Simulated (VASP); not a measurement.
# BeCd2Te3 in VASP: further runs

Runs on BeCd2Te3. Level: PBE. Tasks: single point.

Program: VASP 6.6.1. These are calculated values, not measurements. Logs are shortened: lines on timing, memory, paths and dates and some standing lists are left out, and cuts for length are marked.

## (1) The cell of the first run

The structure is monoclinic, space group Cc (No. 9). Conventional cell: a = 7.665 Å, b = 13.433 Å, c = 7.610 Å, α = 90.00°, β = 108.52°, γ = 90.00°. Within 3.3 Å of Be (site symmetry 1) lie 4 Te at 2.46 to 2.52 Å. Within 3.8 Å of Cd (site symmetry 1) lie 4 Te at 2.85 to 2.87 Å. Within 3.7 Å of Cd (site symmetry 1) lie 4 Te at 2.84 to 2.86 Å. Within 3.3 Å of Te (site symmetry 1) lie 2 Be at 2.49 to 2.52 Å and 2 Cd at 2.86 to 2.87 Å. Within 3.3 Å of Te (site symmetry 1) lie 1 Be at 2.46 Å and 3 Cd at 2.84 to 2.85 Å. Within 3.3 Å of Te (site symmetry 1) lie 1 Be at 2.46 Å and 3 Cd at 2.85 to 2.86 Å.

## (2) Single point, PBE

INCAR

```
PREC = Accurate ; ENCUT = 520
EDIFF = 1E-6 ; ISMEAR = 0
SIGMA = 0.02 ; LREAL = False
LASPH = True ; NELM = 100
ALGO = Normal ; ISIF = 2
LWAVE = False ; LCHARG = True
GGA = PE ; LELF = True
LVHAR = True ; NBANDS = 56
```

KPOINTS

```
regular mesh
0
Gamma
  4 4 4
```

POSCAR

```
BeCd2Te3
1.0
    3.8326804291     -6.7163438721      0.0000173728
    3.8326804291      6.7163438721      0.0000173728
   -2.4167211011      0.0000000000      7.2160310062
Be Cd Te
2 4 6
Direct
    0.9262407393      0.0781530548      0.0039637086
    0.0781530548      0.9262407393      0.5039637086
    0.5894558518      0.4171675537      0.0007802607
    0.2399921595      0.7553022690      0.0002790867
    0.4171675537      0.5894558518      0.5007802607
    0.7553022690      0.2399921595      0.5002790867
    0.9615076076      0.8299846715      0.1546306477
    0.6572621039      0.1140167707      0.1077209626
    0.2559458019      0.4249714162      0.1076253337
    0.4249714162      0.2559458019      0.6076253337
    0.8299846715      0.9615076076      0.6546306477
    0.1140167707      0.6572621039      0.6077209626
```

Potentials or basis: VASP PAW PBE potentials, release 64 (Be, Cd, Te).

Started as:

```bash
> cat potpaw_PBE.64/Be/POTCAR potpaw_PBE.64/Cd/POTCAR potpaw_PBE.64/Te/POTCAR > POTCAR
> mpirun -np 1 vasp_std > vasp.out
```

OUTCAR:

```text
PREC = Accurate
   ENCUT = 520
   EDIFF = 1E-6
   ISMEAR = 0
   LREAL = False
   LASPH = True
   NELM = 100
   ISIF = 2
   GGA = PE

 ion  position               nearest neighbor table
   1  0.926  0.078  0.004-   9 2.46   8 2.46   7 2.49  11 2.52
   2  0.078  0.926  0.504-  10 2.46  12 2.46  11 2.49   7 2.52
   3  0.589  0.417  0.001-   9 2.85  10 2.85   8 2.85   7 2.87
   4  0.240  0.755  0.000-  12 2.84   8 2.85   9 2.86   7 2.86
   5  0.417  0.589  0.501-  10 2.85   9 2.85  12 2.85  11 2.87
   6  0.755  0.240  0.500-   8 2.84  12 2.85  10 2.86  11 2.86
   7  0.962  0.830  0.155-   1 2.49   2 2.52   4 2.86   3 2.87
   8  0.657  0.114  0.108-   1 2.46   6 2.84   4 2.85   3 2.85
   9  0.256  0.425  0.108-   1 2.46   3 2.85   5 2.85   4 2.86
  10  0.425  0.256  0.608-   2 2.46   5 2.85   3 2.85   6 2.86
  11  0.830  0.962  0.655-   2 2.49   1 2.52   6 2.86   5 2.87
  12  0.114  0.657  0.608-   2 2.46   4 2.84   6 2.85   5 2.85

  LATTYP: Found a base centered monoclinic cell.
 ALAT       =     7.6653608583
 B/A-ratio  =     1.7523881775
 C/A-ratio  =     0.9927738829
 COS(beta)  =    -0.3175687121

  Lattice vectors:

 A1 = (   3.8326804291,  -6.7163438721,   0.0000173728)
 A2 = (   3.8326804291,   6.7163438721,   0.0000173728)
 A3 = (  -2.4167211011,   0.0000000000,   7.2160310062)

Analysis of symmetry for initial positions (statically):
=====================================================================
 Subroutine PRICEL returns:
 Original cell was already a primitive cell.

 Routine SETGRP: Setting up the symmetry group for a
 base centered monoclinic supercell.

 Subroutine GETGRP returns: Found  2 space group operations
 (whereof  1 operations were pure point group operations)
 out of a pool of  4 trial point group operations.

The static configuration has the point symmetry C_1 .
 The point group associated with its full space group is C_1h.

Analysis of symmetry for dynamics (positions and initial velocities):
=====================================================================
 Subroutine PRICEL returns:
 Original cell was already a primitive cell.

 Routine SETGRP: Setting up the symmetry group for a
 base centered monoclinic supercell.

 Subroutine GETGRP returns: Found  2 space group operations
 (whereof  1 operations were pure point group operations)
 out of a pool of  4 trial point group operations.

The dynamic configuration has the point symmetry C_1 .
 The point group associated with its full space group is C_1h.

 Subroutine INISYM returns: Found  2 space group operations
 (whereof  1 operations are pure point group operations),
 and found     1 'primitive' translations

----------------------------------------------------------------------------------------

                                     Primitive cell

  volume of cell :     371.5049

  direct lattice vectors                    reciprocal lattice vectors
     3.832680429 -6.716343872  0.000017373     0.130456804 -0.074445265  0.043691291
     3.832680429  6.716343872  0.000017373     0.130456804  0.074445265  0.043691291
    -2.416721101  0.000000000  7.216031006    -0.000000628  0.000000000  0.138580125

  length of vectors
     7.732962840  7.732962840  7.609970063     0.156428911  0.156428911  0.138580125

  position of ions in fractional coordinates (direct lattice)
     0.926240739  0.078153055  0.003963709
     0.078153055  0.926240739  0.503963709
     0.589455852  0.417167554  0.000780261
     0.239992159  0.755302269  0.000279087
     0.417167554  0.589455852  0.500780261
     0.755302269  0.239992159  0.500279087
     0.961507608  0.829984672  0.154630648
     0.657262104  0.114016771  0.107720963
     0.255945802  0.424971416  0.107625334
     0.424971416  0.255945802  0.607625334
     0.829984672  0.961507608  0.654630648
     0.114016771  0.657262104  0.607720963

  ion indices of the primitive-cell ions
   primitive index   ion index
                 1           1
                 2           2
                 3           3
                 4           4
[... 53 lines left out ...]

 E-fermi :   2.8572     XC(G=0):  -8.6267

 val. band max:        2.7609027340   @ k =   0.0000   0.0000   0.0000
 cond. band min:       4.0292601595   @ k =   0.0000   0.0000   0.0000
 fundamental gap:      1.2683574254
 Fermi energy:         2.8572189997

 k-point     1 :       0.0000    0.0000    0.0000
  band No.  band energies     occupation
      1      -8.5393      2.00000
      2      -7.9244      2.00000
      3      -7.7124      2.00000
      4      -7.7035      2.00000
      5      -7.6891      2.00000
      6      -7.6744      2.00000
[... 48 lines left out ...]
     55       7.4837      0.00000
     56       7.6466      0.00000

 k-point     2 :       0.2500   -0.0000    0.0000
  band No.  band energies     occupation
      1      -8.4509      2.00000
      2      -7.9267      2.00000
      3      -7.7827      2.00000
      4      -7.7250      2.00000
      5      -7.7049      2.00000
      6      -7.6687      2.00000
[... 48 lines left out ...]
     55       7.4992      0.00000
     56       7.6782      0.00000

 k-point     3 :       0.5000   -0.0000    0.0000
  band No.  band energies     occupation
      1      -8.3184      2.00000
      2      -8.0015      2.00000
      3      -7.8207      2.00000
      4      -7.7374      2.00000
      5      -7.7107      2.00000
      6      -7.6865      2.00000
[... 1172 lines left out ...]
 k-point    23 :      -0.2500    0.2500    0.5000
  band No.  band energies     occupation
      1      -8.1919      2.00000
      2      -8.1919      2.00000
      3      -7.7434      2.00000
      4      -7.7434      2.00000
      5      -7.7047      2.00000
      6      -7.7047      2.00000
[... 48 lines left out ...]
     55       7.6162      0.00000
     56       7.6162      0.00000

 k-point    24 :       0.5000    0.5000    0.5000
  band No.  band energies     occupation
      1      -8.1166      2.00000
      2      -8.1166      2.00000
      3      -7.8002      2.00000
      4      -7.8002      2.00000
      5      -7.7265      2.00000
      6      -7.7265      2.00000
[... 48 lines left out ...]
     55       7.7199      0.00000
     56       7.7199      0.00000

------------------------ aborting loop because EDIFF is reached ----------------------------------------

  FORCE on cell =-STRESS in cart. coord.  units (eV):
  Direction    XX          YY          ZZ          XY          YZ          ZX
  --------------------------------------------------------------------------------------
  -------------------------------------------------------------------------------------
  Total        0.2549044      0.2497118      0.2442769      0.0000000      0.0000000      0.0045099
  in kB        1.0993180      1.0769239      1.0534850      0.0000000      0.0000000      0.0194497
  external PRESSURE =       1.0765756 kB  Pullay stress =       0.0000000 kB

 VOLUME and BASIS-vectors are now :
 -----------------------------------------------------------------------------
  energy-cutoff  :      520.00
  volume of cell :      371.50
      direct lattice vectors                 reciprocal lattice vectors
     3.832680429 -6.716343872  0.000017373     0.130456804 -0.074445265  0.043691291
     3.832680429  6.716343872  0.000017373     0.130456804  0.074445265  0.043691291
    -2.416721101  0.000000000  7.216031006    -0.000000628  0.000000000  0.138580125

 POSITION                                       TOTAL-FORCE (eV/Angst)
 -----------------------------------------------------------------------------------
      3.83994     -5.69605      0.02862        -0.001058     -0.002315     -0.005071
      2.63158      5.69605      3.63664        -0.001058      0.002315     -0.005071
      3.85618     -1.15715      0.00565        -0.002674     -0.000833      0.000132
      3.81397      3.46100      0.00203         0.001320      0.001868     -0.001280
      2.64782      1.15715      3.61366        -0.002674      0.000833      0.000132
      2.60561     -3.46100      3.61005         0.001320     -0.001868     -0.001280
      6.49252     -0.88335      1.11585         0.008314      0.004892      0.009470
      2.69573     -3.64862      0.77733        -0.000551     -0.001237     -0.000558
      2.34964      1.13523      0.77664        -0.005351     -0.004546     -0.002693
      1.14128     -1.13523      4.38466        -0.005351      0.004546     -0.002693
      5.28416      0.88335      4.72387         0.008314     -0.004892      0.009470
      1.48737      3.64862      4.38535        -0.000551      0.001237     -0.000558
 -----------------------------------------------------------------------------------
    total drift:                                0.000045     -0.000000      0.001724

  FREE ENERGIE OF THE ION-ELECTRON SYSTEM (eV)
  ---------------------------------------------------
  free  energy   TOTEN  =       -34.1815232668 eV

  energy  without entropy=      -34.1815232668  energy(sigma->0) =      -34.18152327
```

Run time: 8.7 min. Hardware: 1 thread of Intel Xeon Platinum 8375C at 2.90GHz (Ice Lake), shared host; peak memory 0.76 GiB.

What came out:

- Free energy: -34.1815 eV
- Pressure: 0.1 GPa
- Largest force: 0.014 eV/Å
- Band gap on the k mesh: 1.27 eV

Forces on the atoms (eV/Å):
```
Be  -0.001 -0.002 -0.005
Be  -0.001  0.002 -0.005
Cd  -0.003 -0.001  0.000
Cd   0.001  0.002 -0.001
Cd  -0.003  0.001  0.000
Cd   0.001 -0.002 -0.001
Te   0.008  0.005  0.009
Te  -0.001 -0.001 -0.001
Te  -0.005 -0.005 -0.003
Te  -0.005  0.005 -0.003
Te   0.008 -0.005  0.009
Te  -0.001  0.001 -0.001
```

Levels at points of the mesh, in eV from the valence-band top:
```tsv
k point	band 42	band 43	band 44	band 45	band 46	band 47
(0.00, 0.00, 0.00)	-0.05	-0.02	0.00	1.27	1.76	2.74
(0.50, 0.00, 0.00)	-0.98	-0.74	-0.38	2.50	2.67	3.05
(0.50, 0.50, 0.00)	-0.73	-0.40	-0.24	1.84	2.15	2.29
(0.00, 0.00, 0.50)	-0.47	-0.36	-0.36	2.08	2.08	3.25
(0.50, 0.00, 0.50)	-0.95	-0.65	-0.59	1.85	2.27	2.57
(0.50, 0.50, 0.50)	-1.05	-0.90	-0.90	2.56	2.56	3.18
```

Caveat: spin-orbit coupling is left out, which moves the levels of the heavy elements.

## (3) Single point, PBE

INCAR

```
ALGO = Normal
EDIFF = 1E-6
ENCUT = 520
GGA = PE
ISIF = 2
ISMEAR = 0
LASPH = True
LCHARG = True
LELF = True
LREAL = False
LVHAR = True
LWAVE = False
NBANDS = 56
NELM = 60
PREC = Accurate
SIGMA = 0.1
```

KPOINTS

```
k-points
0
Gamma
  2 2 2
```

POSCAR

```
BeCd2Te3
1.0
    2.4167211011      0.0000000000     -7.2160310062
    7.6653608582      0.0000000000      0.0000347455
    3.8326804291     -6.7163438721      0.0000173728
Be Cd Te
2 4 6
Direct
    0.9960362914      0.0781530548      0.8480876845
    0.4960362914      0.9262407393      0.1519123155
    0.9992197393      0.4171675537      0.1722882981
    0.9997209133      0.7553022690      0.4846898905
    0.4992197393      0.5894558518      0.8277117019
    0.4997209133      0.2399921595      0.5153101095
    0.8453693523      0.8299846715      0.1315229361
    0.8922790374      0.1140167707      0.5432453332
    0.8923746663      0.4249714162      0.8309743856
    0.3923746663      0.2559458019      0.1690256144
    0.3453693523      0.9615076076      0.8684770639
    0.3922790374      0.6572621039      0.4567546668
```

Potentials or basis: VASP PAW PBE potentials, release 64 (Be, Cd, Te).

Started as:

```bash
> cat potpaw_PBE.64/Be/POTCAR potpaw_PBE.64/Cd/POTCAR potpaw_PBE.64/Te/POTCAR > POTCAR
> mpirun -np 1 vasp_std > vasp.out
```

It took 2.5 min on 1 thread of AMD EPYC 7R13 (Zen 3), shared host; peak memory 0.52 GiB.

The run converged. Its results:

| Quantity | Value |
| --- | --- |
| Free energy | -33.9530 eV |
| Pressure | 0.2 GPa |
| Largest force | 0.084 eV/Å |
| Band gap on the k mesh | 1.26 eV |

Forces on the atoms (eV/Å):
```
Be   0.010  0.003 -0.041
Be   0.010 -0.003 -0.041
Cd  -0.011  0.000 -0.006
Cd  -0.003  0.000 -0.012
Cd  -0.011  0.000 -0.006
Cd  -0.003  0.000 -0.012
Te  -0.028 -0.061  0.050
Te  -0.025  0.045  0.001
Te   0.057  0.008  0.009
Te   0.057 -0.008  0.009
Te  -0.028  0.061  0.050
Te  -0.025 -0.045  0.001
```

Stress tensor (GPa, compression positive):
```
0.21 0.00 0.10
0.00 0.16 0.00
0.10 0.00 0.09
```

Levels at points of the mesh, in eV from the valence-band top:
```
           k point  band 42  band 43  band 44  band 45  band 46  band 47
(0.00, 0.00, 0.00)    -0.05    -0.02     0.00     1.26     1.75     2.73
(0.50, 0.00, 0.00)    -0.47    -0.36    -0.36     2.07     2.07     3.24
(0.00, 0.50, 0.00)    -0.99    -0.74    -0.38     2.50     2.66     3.04
(0.50, 0.50, 0.00)    -0.95    -0.65    -0.59     1.85     2.27     2.56
(0.00, 0.00, 0.50)    -0.73    -0.40    -0.24     1.83     2.15     2.28
(0.50, 0.00, 0.50)    -1.06    -0.90    -0.90     2.55     2.55     3.17
```

Caveat: the k points lie up to 0.49 Å⁻¹ apart; spin-orbit coupling is left out, which moves the levels of the heavy elements.

## (4) Single point, PBE

INCAR

```
PREC = Accurate
ENCUT = 520
EDIFF = 1E-6
ISMEAR = 0
SIGMA = 0.1
LREAL = F
LASPH = T
NELM = 80
ALGO = Normal
ISIF = 2
LWAVE = F
LCHARG = F
GGA = PE
NBANDS = 56
```

KPOINTS

```
regular mesh
0
Gamma
  2 2 2
```

POSCAR

```
BeCd2Te3
1.0
    2.3936462720      0.0013119623     -7.2105540137
    7.6639968732     -0.0011071712      0.0238643042
    3.8329701932     -6.7244834117      0.0131062105
Be Cd Te
2 4 6
Direct
    0.9955523385      0.0789461917      0.8473064647
    0.4955200753      0.9261195109      0.1527932574
    0.9994247864      0.4179588625      0.1709294905
    1.0010201077      0.7553935294      0.4840175825
    0.4993859136      0.5887728920      0.8289303584
    0.5009919040      0.2390674086      0.5159882328
    0.8439635925      0.8294906090      0.1324798574
    0.8929083925      0.1140867792      0.5414925092
    0.8921783484      0.4266843348      0.8298393170
    0.3921681256      0.2563917738      0.1700976877
    0.3439576271      0.9617333901      0.8676418047
    0.3929287886      0.6553547179      0.4584834379
```

Started as:

```bash
> cat potpaw_PBE.64/Be/POTCAR potpaw_PBE.64/Cd/POTCAR potpaw_PBE.64/Te/POTCAR > POTCAR
> mpirun -np 1 vasp_std > vasp.out
```

Wall time 2.9 min (1 thread of AMD EPYC 7R13 (Zen 3), shared host); peak memory 0.55 GiB.

Results (log left out):

```yaml
Free_energy: -33.9560 eV
Pressure: 0.1 GPa
Largest_force: 0.011 eV/Å
Band_gap_on_the_k_mesh: 1.25 eV
```

Forces on the atoms (eV/Å):
```
Be   0.004 -0.007 -0.003
Be   0.003  0.009 -0.005
Cd   0.007 -0.007  0.004
Cd  -0.004  0.007 -0.002
Cd   0.008  0.005  0.003
Cd  -0.003 -0.008 -0.001
Te  -0.001  0.007  0.006
Te   0.000 -0.004 -0.002
Te  -0.009 -0.004 -0.002
Te  -0.007  0.003 -0.001
Te   0.001 -0.004  0.005
Te   0.000  0.004 -0.001
```

Levels at points of the mesh, in eV from the valence-band top:
```tsv
k point	band 40	band 41	band 42	band 43	band 44	band 45	band 46	band 47	band 48	band 49
(0.00, 0.00, 0.00)	-0.82	-0.76	-0.06	-0.04	0.00	1.25	1.74	2.70	3.08	3.73
(0.50, 0.00, 0.00)	-1.28	-0.49	-0.49	-0.37	-0.37	2.07	2.08	3.23	3.24	3.67
(0.00, 0.50, 0.00)	-1.19	-1.05	-1.00	-0.74	-0.38	2.51	2.66	3.04	3.34	3.71
(0.50, 0.50, 0.00)	-1.11	-1.06	-0.97	-0.67	-0.61	1.83	2.27	2.55	2.90	2.96
(0.00, 0.00, 0.50)	-1.19	-0.86	-0.75	-0.42	-0.27	1.83	2.14	2.26	2.96	3.16
(0.50, 0.00, 0.50)	-1.51	-1.07	-1.06	-0.91	-0.91	2.56	2.56	3.16	3.16	3.57
(0.00, 0.50, 0.50)	-1.19	-1.05	-1.00	-0.74	-0.39	2.51	2.66	3.04	3.34	3.71
(0.50, 0.50, 0.50)	-1.11	-1.06	-0.97	-0.67	-0.61	1.83	2.27	2.55	2.90	2.96
```

Caveat: the k points lie up to 0.49 Å⁻¹ apart; spin-orbit coupling is left out, which moves the levels of the heavy elements.

## (5) Single point, PBE

INCAR

```
SYSTEM = BeCd2Te3
  ALGO = Normal
  EDIFF = 1E-7
  ENCUT = 520
  GGA = PE
  ISIF = 2
  ISMEAR = 0
  LASPH = .TRUE.
  LCHARG = .TRUE.
  LELF = .TRUE.
  LREAL = .FALSE.
  LVHAR = .TRUE.
  LWAVE = .FALSE.
  NBANDS = 56
  NELM = 80
  PREC = Accurate
  SIGMA = 0.2
```

KPOINTS

```
k-points
0
G
  3 3 3
  0 0 0
```

POSCAR

```
BeCd2Te3
1.0
    3.8328442830     -6.7124450202      0.0366674760
    3.8328442830      6.7124450202      0.0366674760
   -2.4859341702      0.0000000000      7.1974865724
Be Cd Te
2 4 6
Direct
    0.9222091756      0.0738019349     -0.0033669479
    0.0738019349      0.9222091756      0.4966330521
    0.5831769260      0.4113902515     -0.0004697330
    0.2437896279      0.7596998120     -0.0002644369
    0.4113902515      0.5831769260      0.4995302670
    0.7596998120      0.2437896279      0.4997355631
    0.1700519153      0.0387326212      0.8449939115
    0.8856039583      0.3425392653      0.8918341925
    0.5747489728      0.7442555392      0.8922730138
    0.7442555392      0.5747489728      0.3922730138
    0.0387326212      0.1700519153      0.3449939115
    0.3425392653      0.8856039583      0.3918341925
```

Started as:

```bash
> cat potpaw_PBE.64/Be/POTCAR potpaw_PBE.64/Cd/POTCAR potpaw_PBE.64/Te/POTCAR > POTCAR
> mpirun -np 1 vasp_std > vasp.out
```

Run time: 4.4 min. Hardware: 1 thread of AMD EPYC 7R13 (Zen 3), shared host; peak memory 0.57 GiB.

The run converged. Its results:

| Item | Value |
| --- | --- |
| Free energy | -34.1634 eV |
| Pressure | 0.1 GPa |
| Largest force | 0.021 eV/Å |
| Band gap on the k mesh | 1.27 eV |

Forces on the atoms (eV/Å):
```
Be  -0.001  0.010 -0.019
Be  -0.001 -0.010 -0.019
Cd  -0.007 -0.005 -0.007
Cd   0.008 -0.002 -0.006
Cd  -0.007  0.005 -0.007
Cd   0.008  0.002 -0.006
Te  -0.006  0.006  0.009
Te  -0.007 -0.010  0.012
Te   0.013 -0.004  0.010
Te   0.013  0.004  0.010
Te  -0.006 -0.006  0.009
Te  -0.007  0.010  0.012
```

Levels at points of the mesh, in eV from the valence-band top:
| k point | band 42 | band 43 | band 44 | band 45 | band 46 | band 47 |
| --- | --- | --- | --- | --- | --- | --- |
| (0.00, 0.00, 0.00) | -0.05 | -0.02 | 0.00 | 1.27 | 1.76 | 2.73 |

Caveat: spin-orbit coupling is left out, which moves the levels of the heavy elements.

## (6) Summary

| cell | k mesh | smearing | gap on the mesh (eV) | pressure (GPa) | largest force (eV/Å) |
| --- | --- | --- | --- | --- | --- |
| a = 7.733, b = 7.733, c = 7.610 Å, angles 99.1, 99.1, 120.6°, 12 atoms, atomic positions A | 4 × 4 × 4 | gaussian 0.02 eV | 1.27 | 0.1 | 0.01 |
| a = 7.610, b = 7.665, c = 7.733 Å, angles 60.3, 80.9, 71.5°, 12 atoms, atomic positions A | 2 × 2 × 2 | gaussian 0.1 eV | 1.26 | 0.2 | 0.08 |
| a = 7.597, b = 7.664, c = 7.740 Å, angles 60.3, 81.1, 71.8°, 12 atoms, atomic positions B | 2 × 2 × 2 | gaussian 0.1 eV | 1.25 | 0.1 | 0.01 |
| a = 7.730, b = 7.730, c = 7.615 Å, angles 99.1, 99.1, 120.5°, 12 atoms, atomic positions A | 3 × 3 × 3 | gaussian 0.2 eV | 1.27 | 0.1 | 0.02 |

Alike in all rows: task single point; level PBE; potentials or basis VASP PAW PBE potentials, release 64 (Be, Cd, Te); no spin polarisation; cutoff (eV) 520.

Caveats: some runs use coarse meshes; spin-orbit coupling is left out, which moves the levels of the heavy elements.

Absolute energies hang on the potentials; compare differences alone.
